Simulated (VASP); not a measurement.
# As2Se (I4_1/amd) in VASP: notebook, part 2 of 2

VASP 6.6.1. The steps go on from the part before.

### Step 3. Single point, PBEsol

The input, INCAR:

```
PREC = Accurate ; ENCUT = 520
EDIFF = 1E-6 ; ISMEAR = 0
SIGMA = 0.1 ; LREAL = F
LASPH = T ; NELM = 100
ALGO = Normal ; ISIF = 2
LWAVE = F ; LCHARG = F
GGA = PS ; NBANDS = 25
```

The input, KPOINTS:

```
regular mesh
0
Gamma
  6 6 6
```

The input, POSCAR:

```
As2Se
1.0
   -3.5294180000      3.5294180000      2.6535710000
    3.5294180000     -3.5294180000      2.6535710000
    3.5294180000      3.5294180000     -2.6535710000
As Se
4 2
Direct
    0.8750000000      0.1250000000      0.7500000000
    0.3750000000      0.1250000000      0.2500000000
    0.8750000000      0.6250000000      0.7500000000
    0.8750000000      0.1250000000      0.2500000000
    0.5000000000      0.5000000000      0.0000000000
    0.2500000000      0.7500000000      0.5000000000
```

Potentials or basis: VASP PAW PBE potentials, release 64 (As, Se).

Run with:

```console
$ cat potpaw_PBE.64/As/POTCAR potpaw_PBE.64/Se/POTCAR > POTCAR
$ mpirun -np 1 vasp_std > vasp.out
```

OUTCAR:

```text
PREC = Accurate
   ENCUT = 520
   EDIFF = 1E-6
   ISMEAR = 0
   LREAL = F
   LASPH = T
   NELM = 100
   ISIF = 2
   GGA = PS

 ion  position               nearest neighbor table
   1  0.875  0.125  0.750-   5 2.66   6 2.66   4 2.83   4 2.83   3 2.83   3 2.83
   2  0.375  0.125  0.250-   5 2.66   6 2.66   3 2.83   4 2.83   4 2.83   3 2.83
   3  0.875  0.625  0.750-   5 2.66   6 2.66   1 2.83   2 2.83   1 2.83   2 2.83
   4  0.875  0.125  0.250-   6 2.66   5 2.66   2 2.83   1 2.83   1 2.83   2 2.83
   5  0.500  0.500  0.000-   4 2.66   2 2.66   3 2.66   1 2.66
   6  0.250  0.750  0.500-   1 2.66   2 2.66   3 2.66   4 2.66

  LATTYP: Found a body centered tetragonal cell.
 ALAT       =     7.0588360000
 C/A-ratio  =     0.7518437884

  Lattice vectors:

 A1 = (  -3.5294180000,   3.5294180000,   2.6535710000)
 A2 = (   3.5294180000,  -3.5294180000,   2.6535710000)
 A3 = (   3.5294180000,   3.5294180000,  -2.6535710000)

Analysis of symmetry for initial positions (statically):
=====================================================================
 Subroutine PRICEL returns:
 Original cell was already a primitive cell.

 Routine SETGRP: Setting up the symmetry group for a
 body centered tetragonal supercell.

 Subroutine GETGRP returns: Found 16 space group operations
 (whereof  8 operations were pure point group operations)
 out of a pool of 16 trial point group operations.

The static configuration has the point symmetry D_2d.
 The point group associated with its full space group is D_4h.

Analysis of symmetry for dynamics (positions and initial velocities):
=====================================================================
 Subroutine PRICEL returns:
 Original cell was already a primitive cell.

 Routine SETGRP: Setting up the symmetry group for a
 body centered tetragonal supercell.

 Subroutine GETGRP returns: Found 16 space group operations
 (whereof  8 operations were pure point group operations)
 out of a pool of 16 trial point group operations.

The dynamic configuration has the point symmetry D_2d.
 The point group associated with its full space group is D_4h.

 Subroutine INISYM returns: Found 16 space group operations
 (whereof  8 operations are pure point group operations),
 and found     1 'primitive' translations

----------------------------------------------------------------------------------------

                                     Primitive cell

  volume of cell :     132.2199

  direct lattice vectors                    reciprocal lattice vectors
    -3.529418000  3.529418000  2.653571000     0.000000000  0.141666416  0.188425333
     3.529418000 -3.529418000  2.653571000     0.141666416  0.000000000  0.188425333
     3.529418000  3.529418000 -2.653571000     0.141666416  0.141666416  0.000000000

  length of vectors
     5.652877311  5.652877311  5.652877311     0.235740280  0.235740280  0.200346567

  position of ions in fractional coordinates (direct lattice)
     0.875000000  0.125000000  0.750000000
     0.375000000  0.125000000  0.250000000
     0.875000000  0.625000000  0.750000000
     0.875000000  0.125000000  0.250000000
     0.500000000  0.500000000  0.000000000
[... 28 lines left out ...]

  Shift w.r.t. Gamma in fractional coordinates (k-lattice)
     0.000000000  0.000000000  0.000000000

 Subroutine IBZKPT returns following result:
 ===========================================

 Found     30 irreducible k-points:

 Following reciprocal coordinates:
            Coordinates               Weight
  0.000000  0.000000  0.000000      1.000000
  0.166667 -0.000000  0.000000      8.000000
  0.333333 -0.000000  0.000000      8.000000
  0.500000 -0.000000  0.000000      4.000000
  0.166667  0.166667  0.000000      8.000000
  0.333333  0.166667  0.000000     16.000000
[... 16 lines left out ...]
 -0.333333 -0.333333  0.166667      8.000000
 -0.166667 -0.333333  0.166667      8.000000
 [... further k-points ...]
   k-points           NKPTS =     30   k-points in BZ     NKDIM =     30   number of bands    NBANDS=     25
   number of dos      NEDOS =    301   number of ions     NIONS =      6
   total plane-waves  NPLWV =  74088
   dimension x,y,z NGX =    42 NGY =   42 NGZ =   42
   dimension x,y,z NGXF=    84 NGYF=   84 NGZF=   84
   ions per type =               4   2
   NGX,Y,Z   is equivalent  to a cutoff of  12.35, 12.35, 12.35 a.u.
   NGXF,Y,Z  is equivalent  to a cutoff of  24.70, 24.70, 24.70 a.u.
 SYSTEM =  unknown system
   PREC   = accura    normal or accurate (medium, high low for compatibility)
   ISTART =      0    job   : 0-new  1-cont  2-samecut
   ICHARG =      2    charge: 1-file 2-atom 10-const
   ISPIN  =      1    spin polarized calculation?
   LNONCOLLINEAR =      F non collinear calculations
   LSORBIT =      F    spin-orbit coupling
   LASPH  =      T    aspherical Exc in radial PAW
   ENCUT  =  520.0 eV  38.22 Ry    6.18 a.u.  10.51 10.51 10.51*2*pi/ulx,y,z
   NELM   =    100;   NELMIN=  2; NELMDL= -5     # of ELM steps
   EDIFF  = 0.1E-05   stopping-criterion for ELM
   LREAL  =      F    real-space projection
   EDIFFG = 0.1E-04   stopping-criterion for IOM
   NSW    =      0    number of steps for IOM
   IBRION =     -1    ionic relax: 0-MD 1-quasi-New 2-CG
   NFREE  =      0    steps in history (QN), initial steepest desc. (CG)
   ISIF   =      2    stress and relaxation
   ISYM   =      2    0-nonsym 1-usesym 2-fastsym
   POTIM  = 0.5000    time-step for ionic-motion
   TEBEG  =    0.0;   TEEND  =   0.0 temperature during run
   PSTRESS=    0.0 pullay stress
   NELECT =      32.0000    total number of electrons
   NUPDOWN=      -1.0000    fix difference up-down
   EMIN   =  10.00;   EMAX   =-10.00  energy-range for DOS
   EFERMI =   0.00;   METHOD = LEGACY
   ISMEAR =     0;   SIGMA  =   0.10  broadening in eV -4-tet -1-fermi 0-gaus
   EFERMI_NEDOS =   21; number of points for ismear=-14 and -15
   IALGO  =     38    algorithm
   IMIX   =      4    mixing-type and parameters
     AMIX     =   0.40;   BMIX     =  1.00
     AMIX_MAG =   1.60;   BMIX_MAG =  1.00
  volume/ion in A,a.u.               =      22.04       148.71
  Fermi-wavevector in a.u.,A,eV,Ry     =   1.020217  1.927930 14.161523  1.040843
  Thomas-Fermi vector in A             =   2.153774
   LORBIT       =      0    0 simple, 1 ext, 2 COOP (PROOUT), +10 PAW based schemes
   GGA     = PS    functional components
   LHFCALC =     F    Hartree Fock is set to
   AEXX    =    0.0000 exact exchange contribution
   IVDW    =     0    specifies the selected vdW correction
   LEPSILON=     F    determine dielectric tensor
   LRPA    =     F    only Hartree local field effects (RPA)
 non-spin polarized calculation
 Gauss-broadening in eV      SIGMA  =   0.10
  energy-cutoff  :      520.00
  volume of cell :      132.22
 maximum number of plane-waves:      3605
   NGX = 21   NGY = 21   NGZ = 21

 number of electron      31.9999999 magnetization

 Free energy of the ion-electron system (eV)
  ---------------------------------------------------
  ext. energy  EPLUGINS =         0.00000000
  ---------------------------------------------------
  free energy    TOTEN  =       -27.77304232 eV

  energy without entropy =      -27.75352711  energy(sigma->0) =      -27.76328472

 E-fermi :   4.6453     XC(G=0): -10.0833

 val. band max:        4.6248051766   @ k =  -0.3333  -0.3333   0.3333
 cond. band min:       4.6553049292   @ k =   0.5000   0.5000   0.1667
 fundamental gap:      0.0304997526
 Fermi energy:         4.6453251862

 k-point     1 :       0.0000    0.0000    0.0000
  band No.  band energies     occupation
      1     -10.4368      2.00000
      2      -8.2912      2.00000
      3      -5.7732      2.00000
      4      -5.7347      2.00000
      5      -5.7347      2.00000
      6      -4.0718      2.00000
[... 661 lines left out ...]
     24       8.5475      0.00000
     25      10.0063      0.00000

 [... further k-points ...]
[... 5 lines left out ...]
  --------------------------------------------------------------------------------------
  -------------------------------------------------------------------------------------
  Total       -2.5078042     -2.5078042     -3.3735415      0.0000000     -0.0000000      0.0000000
  in kB      -30.3883631    -30.3883631    -40.8789514      0.0000000     -0.0000000      0.0000000
  external PRESSURE =     -33.8852259 kB  Pullay stress =       0.0000000 kB

 VOLUME and BASIS-vectors are now :
 -----------------------------------------------------------------------------
  energy-cutoff  :      520.00
  volume of cell :      132.22
      direct lattice vectors                 reciprocal lattice vectors
    -3.529418000  3.529418000  2.653571000     0.000000000  0.141666416  0.188425333
     3.529418000 -3.529418000  2.653571000     0.141666416  0.000000000  0.188425333
     3.529418000  3.529418000 -2.653571000     0.141666416  0.141666416  0.000000000

 POSITION                                       TOTAL-FORCE (eV/Angst)
 -----------------------------------------------------------------------------------
      0.00000      5.29413      0.66339        -0.000000      0.000000     -0.000000
     -0.00000      1.76471      0.66339        -0.000000      0.000000     -0.000000
      1.76471      3.52942      1.99018        -0.000000      0.000000     -0.000000
     -1.76471      3.52942      1.99018        -0.000000      0.000000     -0.000000
      0.00000      0.00000      2.65357        -0.000000      0.000000     -0.000000
      3.52942     -0.00000      1.32679         0.000000     -0.000000      0.000000
 -----------------------------------------------------------------------------------
    total drift:                               -0.000000      0.000000     -0.000000

  FREE ENERGIE OF THE ION-ELECTRON SYSTEM (eV)
  ---------------------------------------------------
  free  energy   TOTEN  =       -27.7730423236 eV

  energy  without entropy=      -27.7535271099  energy(sigma->0) =      -27.76328472
```

OSZICAR:

```text
N       E                     dE             d eps       ncg     rms          rms(c)
DAV:   1     0.128438783202E+03    0.12844E+03   -0.12633E+04  1500   0.108E+03
DAV:   2    -0.172644887083E+02   -0.14570E+03   -0.13676E+03  1981   0.168E+02
DAV:   3    -0.277231707117E+02   -0.10459E+02   -0.10239E+02  1954   0.468E+01
DAV:   4    -0.278550679653E+02   -0.13190E+00   -0.13147E+00  1732   0.578E+00
DAV:   5    -0.278563610210E+02   -0.12931E-02   -0.12915E-02  1915   0.556E-01    0.598E+00
DAV:   6    -0.277820810942E+02    0.74280E-01   -0.94295E-02  1762   0.163E+00    0.361E+00
DAV:   7    -0.277736910837E+02    0.83900E-02   -0.61431E-02  1706   0.110E+00    0.880E-01
DAV:   8    -0.277729844835E+02    0.70660E-03   -0.24094E-03  1777   0.316E-01    0.111E-01
DAV:   9    -0.277730421891E+02   -0.57706E-04   -0.73068E-04  1643   0.149E-01    0.528E-02
DAV:  10    -0.277730416580E+02    0.53114E-06   -0.34170E-05  1908   0.300E-02    0.170E-02
DAV:  11    -0.277730423236E+02   -0.66568E-06   -0.59410E-06  1716   0.153E-02
   1 F= -.27773042E+02 E0= -.27763285E+02  d E =-.195152E-01
```

Run time: 34 s. Hardware: 1 thread of Intel Xeon 6975P-C (Granite Rapids), shared host; peak memory 0.29 GiB.

Results:

```yaml
Free_energy: -27.7730 eV
Pressure: -3.4 GPa
Band_gap_on_the_k_mesh: zero (band 16 reaches 4.95 eV, above the bottom of band 17 at 4.33 eV)
```

Stress tensor (GPa, compression positive):
```
-3.04  0.00  0.00
 0.00 -3.04  0.00
 0.00  0.00 -4.09
```

Levels at points of the mesh, in eV from the Fermi level:
```
           k point  band 14  band 15  band 16  band 17  band 18  band 19
(0.00, 0.00, 0.00)    -2.70    -2.70    -1.08     2.29     3.00     3.00
(0.50, 0.00, 0.00)    -1.42    -0.47    -0.04     0.17     0.45     1.44
(0.50, 0.50, 0.00)    -1.36    -1.16    -1.16    -0.07    -0.07     1.82
(0.50, 0.50, 0.50)    -0.67    -0.31    -0.31     0.26     0.26     0.44
```

Caveat: the PAW data sets were made with another functional, which shifts forces and pressure a little.

### Step 4. Single point, PBEsol

The input, INCAR:

```
PREC     = Accurate       # precision mode
ENCUT    = 520            # plane-wave cutoff, eV
EDIFF    = 1E-6           # SCF threshold, eV
ISMEAR   = 0              # smearing method
SIGMA    = 0.1            # smearing width, eV
LREAL    = F              # projectors in reciprocal space
LASPH    = T              # aspherical terms in the spheres
NELM     = 100            # most SCF steps
ALGO     = Normal         # electronic algorithm
ISIF     = 2              # what is computed and relaxed
LWAVE    = F              # write WAVECAR
LCHARG   = F              # write CHGCAR
GGA      = PS             # functional
NBANDS   = 25             # bands
```

The input, KPOINTS:

```
regular mesh
0
Gamma
  10 10 10
```

POSCAR is that of step 3.

Run with:

```console
$ cat potpaw_PBE.64/As/POTCAR potpaw_PBE.64/Se/POTCAR > POTCAR
$ mpirun -np 1 vasp_std > vasp.out
```

It took 2.8 min on 1 thread of Intel Xeon 6975P-C (Granite Rapids), shared host; peak memory 0.44 GiB.

Results (log left out):

| Item | Value |
| --- | --- |
| Free energy | -27.8268 eV |
| Pressure | -3.2 GPa |
| Band gap on the k mesh | zero (band 16 reaches 4.89 eV, above the bottom of band 17 at 4.44 eV) |

Stress tensor (GPa, compression positive):
```
-3.02  0.00  0.00
 0.00 -3.02  0.00
 0.00  0.00 -3.69
```

Levels at points of the mesh, in eV from the Fermi level:
```csv
k point,band 12,band 13,band 14,band 15,band 16,band 17,band 18,band 19,band 20,band 21
"(0.00, 0.00, 0.00)",-2.85,-2.85,-2.69,-2.69,-1.07,2.30,3.00,3.00,3.40,3.92
"(0.50, 0.00, 0.00)",-2.47,-1.77,-1.41,-0.47,-0.04,0.17,0.44,1.45,2.56,2.95
"(0.50, 0.50, 0.00)",-2.24,-1.35,-1.35,-1.17,-1.17,-0.07,-0.07,1.83,1.83,3.75
"(0.50, 0.50, 0.50)",-2.47,-0.68,-0.68,-0.32,-0.32,0.26,0.26,0.44,0.44,2.59
```

Caveat: the PAW data sets were made with another functional, which shifts forces and pressure a little.

### Step 5. The runs side by side

| k mesh | smearing | gap on the mesh (eV) | pressure (GPa) |
| --- | --- | --- | --- |
| 4 × 4 × 4 | gaussian 0.4 eV | none | -3.4 |
| 6 × 6 × 6 | gaussian 0.1 eV | none | -3.4 |
| 10 × 10 × 10 | gaussian 0.1 eV | none | -3.2 |

Alike in all rows: task single point; level PBEsol; potentials or basis VASP PAW PBE potentials, release 64 (As, Se); no spin polarisation; cell as given; cutoff (eV) 520.

Caveats: some runs use coarse meshes; the PAW data sets were made with another functional, which shifts forces and pressure a little.

Absolute energies hang on the potentials; compare differences alone.
